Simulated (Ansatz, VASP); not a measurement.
# Two plane-wave programs on Zn2GeN

The input INCAR:

```
SYSTEM = Zn2GeN
PREC = Accurate ; ENCUT = 520
EDIFF = 1E-6 ; ISMEAR = 0
SIGMA = 0.1 ; LREAL = .FALSE.
LASPH = .TRUE. ; NELM = 80
ALGO = Normal ; ISIF = 2
LWAVE = .FALSE. ; LCHARG = .TRUE.
GGA = PE ; LELF = .TRUE.
LVHAR = .TRUE. ; NBANDS = 30
```

The input KPOINTS:

```
Automatic mesh
0
G
  6 6 6
  0 0 0
```

File POSCAR:

```
Zn2GeN
1.0
    2.3674374300      1.3668406400      3.0175939700
   -2.3674374300      1.3668406400      3.0175939700
    0.0000000000     -2.7336812700      3.0175939700
Zn Ge N
2 1 1
Direct
    0.2081780400      0.2081780400      0.2081780400
    0.7918219600      0.7918219600      0.7918219600
    0.5000000000      0.5000000000      0.5000000000
    0.0000000000      0.0000000000      0.0000000000
```

Input for Ansatz:

```yaml
crystal:
  lattice:
    - [2.36743743, 1.36684064, 3.01759397]
    - [-2.36743743, 1.36684064, 3.01759397]
    - [0.0, -2.73368127, 3.01759397]
  atoms:
    - { symbol: Zn, position: [0.20817804, 0.20817804, 0.20817804] }
    - { symbol: Zn, position: [0.79182196, 0.79182196, 0.79182196] }
    - { symbol: Ge, position: [0.5, 0.5, 0.5] }
    - { symbol: "N", position: [0.0, 0.0, 0.0] }
basis:
  ecutwfc: 420
kpoints:
  mp_grid: { grid: [6, 6, 6] }
hamiltonian:
  xc: pbe
scf:
  occupations: { method: gaussian, width: 0.1 }
  lower_state_search: "off"
output:
  forces: true
  stress: true
  eigenvalues: true
```

Alike in both runs: task single point; functional PBE; k mesh 6 × 6 × 6; occupations gaussian, width 0.1 eV; no spin polarisation.

|  | VASP | Ansatz |
| --- | --- | --- |
| version | VASP 6.6.1 | Ansatz 0.2.0 |
| potentials or method | VASP PAW PBE potentials, release 64 (Zn, Ge_d, N), cutoff 520 eV | scalar-relativistic, plane waves, PAW |
| valence electrons in the cell | 43 | 43 |

|  | VASP | Ansatz | Ansatz less VASP |
| --- | --- | --- | --- |
| gap on the k mesh at the Fermi level (eV) | none | none | - |
| pressure (GPa) | 3.9 | 3.5 | -0.44 |
| traceless stress, the component that is largest in VASP (GPa) | -5.95 | -6.59 | -0.638 |
| rms of the force components (eV/Å) | 0.379 | 0.345 | -0.0347 |

Atom by atom the forces differ by 0.035 eV/Å (rms over components). A gap of «none» marks a metal or a gap that the smearing closes.
